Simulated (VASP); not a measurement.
# Cu (I4/mmm) in VASP: notebook

The runs below take Cu through single point, with LDA.

Program: VASP 6.6.1. These are calculated values, not measurements. Logs are shortened: lines on timing, memory, paths and dates and some standing lists are left out, and cuts for length are marked.

## (1) The cell of the first run

It takes space group I4/mmm (No. 139, tetragonal). The conventional cell has a = 2.733 Å, b = 2.733 Å, c = 2.810 Å, α = 90.00°, β = 90.00°, γ = 90.00°. Cu (site symmetry 4/mmm) has 14 Cu at 2.39 to 2.81 Å within 3.2 Å.

## (2) Single point, LDA (10.49 Å³/atom)

File INCAR:

```
PREC     = Accurate       # precision mode
ENCUT    = 820            # plane-wave cutoff, eV
EDIFF    = 1E-6           # SCF threshold, eV
ISMEAR   = 0              # smearing method
SIGMA    = 0.15           # smearing width, eV
LREAL    = False          # projectors in reciprocal space
LASPH    = True           # aspherical terms in the spheres
NELM     = 120            # most SCF steps
ALGO     = Normal         # electronic algorithm
ISIF     = 2              # what is computed and relaxed
LWAVE    = False          # write WAVECAR
LCHARG   = False          # write CHGCAR
NBANDS   = 16             # bands
GGA_COMPAT= False
```

File KPOINTS:

```
Automatic mesh
0
Gamma
  24 24 24
```

File POSCAR:

```
Cu
1.0
   -1.3662536384      1.3662536384      1.4051918671
    1.3662536384     -1.3662536384      1.4051918671
    1.3662536384      1.3662536384     -1.4051918671
Cu
1
Direct
    0.0000000000      0.0000000000      0.0000000000
```

Potentials or basis: VASP PAW LDA potentials, release 64 (Cu_sv_GW).

Launch:

```sh
$ cat potpaw_LDA.64/Cu_sv_GW/POTCAR > POTCAR
$ mpirun -np 1 vasp_std > vasp.out
```

OUTCAR:

```text
PREC = Accurate
   ENCUT = 820
   EDIFF = 1E-6
   ISMEAR = 0
   LREAL = False
   LASPH = True
   NELM = 120
   ISIF = 2

 ion  position               nearest neighbor table
   1  0.000  0.000  0.000-

  LATTYP: Found a body centered tetragonal cell.
 ALAT       =     2.7325072768
 C/A-ratio  =     1.0285000000

  Lattice vectors:

 A1 = (  -1.3662536384,   1.3662536384,   1.4051918671)
 A2 = (   1.3662536384,  -1.3662536384,   1.4051918671)
 A3 = (   1.3662536384,   1.3662536384,  -1.4051918671)

Analysis of symmetry for initial positions (statically):
=====================================================================
 Subroutine PRICEL returns:
 Original cell was already a primitive cell.

 Routine SETGRP: Setting up the symmetry group for a
 body centered tetragonal supercell.

 Subroutine GETGRP returns: Found 16 space group operations
 (whereof 16 operations were pure point group operations)
 out of a pool of 16 trial point group operations.

The static configuration has the point symmetry D_4h.

Analysis of symmetry for dynamics (positions and initial velocities):
=====================================================================
 Subroutine PRICEL returns:
 Original cell was already a primitive cell.

 Routine SETGRP: Setting up the symmetry group for a
 body centered tetragonal supercell.

 Subroutine GETGRP returns: Found 16 space group operations
 (whereof 16 operations were pure point group operations)
 out of a pool of 16 trial point group operations.

The dynamic configuration has the point symmetry D_4h.

 Subroutine INISYM returns: Found 16 space group operations
 (whereof 16 operations are pure point group operations),
 and found     1 'primitive' translations

----------------------------------------------------------------------------------------

                                     Primitive cell

  volume of cell :      10.4920

  direct lattice vectors                    reciprocal lattice vectors
    -1.366253638  1.366253638  1.405191867     0.000000000  0.365964259  0.355823295
     1.366253638 -1.366253638  1.405191867     0.365964259  0.000000000  0.355823295
     1.366253638  1.366253638 -1.405191867     0.365964259  0.365964259  0.000000000

  length of vectors
     2.389113265  2.389113265  2.389113265     0.510431245  0.510431245  0.517551618

  position of ions in fractional coordinates (direct lattice)
     0.000000000  0.000000000  0.000000000

  ion indices of the primitive-cell ions
   primitive index   ion index
                 1           1

----------------------------------------------------------------------------------------

 KPOINTS: Automatic mesh

Automatic generation of k-mesh.
 Grid dimensions read from file:
 generate k-points for:   24   24   24

 Generating k-lattice:

  Cartesian coordinates                     Fractional coordinates (reciprocal lattice)
     0.000000000  0.015248511  0.014825971     0.041666667  0.000000000 -0.000000000
     0.015248511  0.000000000  0.014825971     0.000000000  0.041666667 -0.000000000
     0.015248511  0.015248511  0.000000000     0.000000000  0.000000000  0.041666667

  Length of vectors
     0.021267969  0.021267969  0.021564651

  Shift w.r.t. Gamma in fractional coordinates (k-lattice)
     0.000000000  0.000000000  0.000000000

 Subroutine IBZKPT returns following result:
 ===========================================

 Found   1063 irreducible k-points:

 Following reciprocal coordinates:
            Coordinates               Weight
  0.000000  0.000000  0.000000      1.000000
  0.041667  0.000000  0.000000      8.000000
  0.083333  0.000000  0.000000      8.000000
  0.125000  0.000000  0.000000      8.000000
  0.166667  0.000000 -0.000000      8.000000
  0.208333  0.000000  0.000000      8.000000
[... 16 lines left out ...]
  0.416667  0.041667  0.000000     16.000000
  0.458333  0.041667 -0.000000     16.000000
 [... further k-points ...]
   k-points           NKPTS =   1063   k-points in BZ     NKDIM =   1063   number of bands    NBANDS=     16
   number of dos      NEDOS =    301   number of ions     NIONS =      1
   total plane-waves  NPLWV =  13824
   dimension x,y,z NGX =    24 NGY =   24 NGZ =   24
   dimension x,y,z NGXF=    48 NGYF=   48 NGZF=   48
   ions per type =               1
   NGX,Y,Z   is equivalent  to a cutoff of  16.70, 16.70, 16.70 a.u.
   NGXF,Y,Z  is equivalent  to a cutoff of  33.40, 33.40, 33.40 a.u.
 SYSTEM =  unknown system
   PREC   = accura    normal or accurate (medium, high low for compatibility)
   ISTART =      0    job   : 0-new  1-cont  2-samecut
   ICHARG =      2    charge: 1-file 2-atom 10-const
   ISPIN  =      1    spin polarized calculation?
   LNONCOLLINEAR =      F non collinear calculations
   LSORBIT =      F    spin-orbit coupling
   LASPH  =      T    aspherical Exc in radial PAW
   ENCUT  =  820.0 eV  60.27 Ry    7.76 a.u.   5.58  5.58  5.58*2*pi/ulx,y,z
   NELM   =    120;   NELMIN=  2; NELMDL= -5     # of ELM steps
   EDIFF  = 0.1E-05   stopping-criterion for ELM
   LREAL  =      F    real-space projection
   EDIFFG = 0.1E-04   stopping-criterion for IOM
   NSW    =      0    number of steps for IOM
   IBRION =     -1    ionic relax: 0-MD 1-quasi-New 2-CG
   NFREE  =      0    steps in history (QN), initial steepest desc. (CG)
   ISIF   =      2    stress and relaxation
   ISYM   =      2    0-nonsym 1-usesym 2-fastsym
   POTIM  = 0.5000    time-step for ionic-motion
   TEBEG  =    0.0;   TEEND  =   0.0 temperature during run
   PSTRESS=    0.0 pullay stress
   NELECT =      19.0000    total number of electrons
   NUPDOWN=      -1.0000    fix difference up-down
   EMIN   =  10.00;   EMAX   =-10.00  energy-range for DOS
   EFERMI =   0.00;   METHOD = LEGACY
   ISMEAR =     0;   SIGMA  =   0.15  broadening in eV -4-tet -1-fermi 0-gaus
   EFERMI_NEDOS =   21; number of points for ismear=-14 and -15
   IALGO  =     38    algorithm
   IMIX   =      4    mixing-type and parameters
     AMIX     =   0.40;   BMIX     =  1.00
     AMIX_MAG =   1.60;   BMIX_MAG =  1.00
  volume/ion in A,a.u.               =      10.49        70.80
  Fermi-wavevector in a.u.,A,eV,Ry     =   1.995446  3.770846 54.175732  3.981804
  Thomas-Fermi vector in A             =   3.012131
   LORBIT       =      0    0 simple, 1 ext, 2 COOP (PROOUT), +10 PAW based schemes
   GGA     = CA    functional components
   LHFCALC =     F    Hartree Fock is set to
   AEXX    =    0.0000 exact exchange contribution
   IVDW    =     0    specifies the selected vdW correction
   LEPSILON=     F    determine dielectric tensor
   LRPA    =     F    only Hartree local field effects (RPA)
 non-spin polarized calculation
 Gauss-broadening in eV      SIGMA  =   0.15
  energy-cutoff  :      820.00
  volume of cell :       10.49
 maximum number of plane-waves:       577
   NGX = 11   NGY = 11   NGZ = 11

 number of electron      18.9999995 magnetization

 Free energy of the ion-electron system (eV)
  ---------------------------------------------------
  ext. energy  EPLUGINS =         0.00000000
  ---------------------------------------------------
  free energy    TOTEN  =        -4.80855402 eV

  energy without entropy =       -4.80476593  energy(sigma->0) =       -4.80665997

 E-fermi :   8.7719     XC(G=0): -14.6123

 val. band max:        8.7710631048   @ k =   0.5000   0.1250   0.0417
 cond. band min:       8.7720595548   @ k =  -0.3750   0.4583   0.0833
 fundamental gap:      0.0009964499
 Fermi energy:         8.7719478822

 k-point     1 :       0.0000    0.0000    0.0000
  band No.  band energies     occupation
      1    -103.0704      2.00000
      2     -60.9303      2.00000
      3     -60.9303      2.00000
      4     -60.9286      2.00000
      5      -1.5972      2.00000
      6       5.1673      2.00000
[... 8 lines left out ...]
     15      39.3121      0.00000
     16      39.8489      0.00000

 k-point     2 :       0.0417    0.0000    0.0000
  band No.  band energies     occupation
      1    -103.0698      2.00000
      2     -60.9328      2.00000
      3     -60.9313      2.00000
      4     -60.9291      2.00000
      5      -1.5247      2.00000
      6       5.1671      2.00000
[... 8 lines left out ...]
     15      38.6697      0.00000
     16      38.7957      0.00000

 k-point     3 :       0.0833    0.0000    0.0000
  band No.  band energies     occupation
      1    -103.0684      2.00000
      2     -60.9417      2.00000
      3     -60.9346      2.00000
      4     -60.9290      2.00000
      5      -1.3087      2.00000
      6       5.1552      2.00000
[... 8 lines left out ...]
     15      37.4283      0.00000
     16      37.8906      0.00000

 k-point     4 :       0.1250    0.0000    0.0000
  band No.  band energies     occupation
      1    -103.0662      2.00000
      2     -60.9563      2.00000
      3     -60.9396      2.00000
      4     -60.9289      2.00000
      5      -0.9543      2.00000
      6       5.0970      2.00000
[... 8 lines left out ...]
     15      36.8462      0.00000
     16      37.7489      0.00000
[... 324 lines left out ...]
 k-point    22 :       0.3750    0.0417   -0.0000
  band No.  band energies     occupation
      1    -103.0445      2.00000
      2     -61.0908      2.00000
      3     -60.9869      2.00000
      4     -60.9285      2.00000
      5       2.7368      2.00000
      6       4.4840      2.00000
[... 8 lines left out ...]
     15      35.8318      0.00000
     16      43.4623      0.00000

 k-point    23 :       0.4167    0.0417    0.0000
  band No.  band energies     occupation
      1    -103.0427      2.00000
      2     -61.1024      2.00000
      3     -60.9910      2.00000
      4     -60.9284      2.00000
      5       2.8950      2.00000
      6       4.4320      2.00000
[... 8 lines left out ...]
     15      35.7851      0.00000
     16      43.7554      0.00000

 k-point    24 :       0.4583    0.0417   -0.0000
  band No.  band energies     occupation
      1    -103.0417      2.00000
      2     -61.1083      2.00000
      3     -60.9931      2.00000
      4     -60.9285      2.00000
      5       2.9525      2.00000
      6       4.4049      2.00000
[... 8 lines left out ...]
     15      35.7585      0.00000
     16      43.6783      0.00000

 [... further k-points ...]

------------------------ aborting loop because EDIFF is reached ----------------------------------------

  FORCE on cell =-STRESS in cart. coord.  units (eV):
  Direction    XX          YY          ZZ          XY          YZ          ZX
  --------------------------------------------------------------------------------------
  -------------------------------------------------------------------------------------
  Total        0.4868988      0.4868988      0.5136335      0.0000000      0.0000000      0.0000000
  in kB       74.3517212     74.3517212     78.4342240      0.0000000      0.0000000      0.0000000
  external PRESSURE =      75.7125555 kB  Pullay stress =       0.0000000 kB

 VOLUME and BASIS-vectors are now :
 -----------------------------------------------------------------------------
  energy-cutoff  :      820.00
  volume of cell :       10.49
      direct lattice vectors                 reciprocal lattice vectors
    -1.366253638  1.366253638  1.405191867     0.000000000  0.365964259  0.355823295
     1.366253638 -1.366253638  1.405191867     0.365964259  0.000000000  0.355823295
     1.366253638  1.366253638 -1.405191867     0.365964259  0.365964259  0.000000000

 POSITION                                       TOTAL-FORCE (eV/Angst)
 -----------------------------------------------------------------------------------
      0.00000      0.00000      0.00000        -0.000000      0.000000      0.000000
 -----------------------------------------------------------------------------------
    total drift:                                0.000000      0.000000     -0.000000

  FREE ENERGIE OF THE ION-ELECTRON SYSTEM (eV)
  ---------------------------------------------------
  free  energy   TOTEN  =        -4.8085540223 eV

  energy  without entropy=       -4.8047659274  energy(sigma->0) =       -4.80665997
```

Wall time 4.5 min (1 thread of Intel Xeon Platinum 8488C (Sapphire Rapids), shared host); peak memory 0.5 GiB.

Results:

```yaml
Free_energy: -4.8086 eV
Pressure: 7.6 GPa
Band_gap_on_the_k_mesh: zero (an odd number of electrons rules out a gap without spin polarisation)
```

Caveat: the cell stands under pressure.

## (3) Single point, LDA (11.15 Å³/atom)

This run uses another cell than the first one, of 11.15 Å³/atom.

File INCAR:

```
SYSTEM = Cu
ALGO = Normal ; EDIFF = 1E-6
ENCUT = 820 ; GGA = CA
GGA_COMPAT = .FALSE. ; ISIF = 2
ISMEAR = 0 ; LASPH = .TRUE.
LCHARG = .TRUE. ; LELF = .TRUE.
LREAL = .FALSE. ; LVHAR = .TRUE.
LWAVE = .FALSE. ; NBANDS = 16
NELM = 120 ; PREC = Accurate
SIGMA = 0.15
```

File KPOINTS:

```
k-points
0
G
  24 24 24
  0 0 0
```

File POSCAR:

```
Cu
1.0
   -1.4368419556      1.4368419556      1.3499539905
    1.4368419556     -1.4368419556      1.3499539905
    1.4368419556      1.4368419556     -1.3499539905
Cu
1
Direct
    0.0000000000      0.0000000000      0.0000000000
```

Potentials or basis: VASP PAW LDA potentials, release 64 (Cu_sv_GW).

Launch:

```sh
$ cat potpaw_LDA.64/Cu_sv_GW/POTCAR > POTCAR
$ mpirun -np 1 vasp_std > vasp.out
```

It took 1.8 min on 1 thread of Intel Xeon 6975P-C (Granite Rapids), shared host; peak memory 0.51 GiB.

The run converged. Its results:

- Free energy: -4.8202 eV
- Pressure: -4.1 GPa
- Band gap on the k mesh: zero (an odd number of electrons rules out a gap without spin polarisation)

Levels at points of the mesh, in eV from the Fermi level:
```tsv
k point	band 6	band 7	band 8	band 9	band 10	band 11	band 12	band 13	band 14	band 15
(0.00, 0.00, 0.00)	-3.51	-3.23	-3.23	-2.36	-2.07	25.00	25.00	26.75	29.19	29.27
(0.50, 0.00, 0.00)	-4.22	-2.23	-1.95	-1.39	-0.60	4.88	17.43	17.50	21.60	24.75
(0.50, 0.50, 0.00)	-3.89	-2.45	-2.15	-1.42	-1.09	4.17	19.12	19.42	23.14	26.19
(0.50, 0.50, 0.50)	-4.98	-1.60	-1.60	-1.53	7.55	7.55	10.03	13.53	14.23	17.35
```

Caveat: the cell stands under tension.

(Continued in part 2 of 2.)

The gap in the log of VASP goes by the Fermi energy; the results here count the filled bands.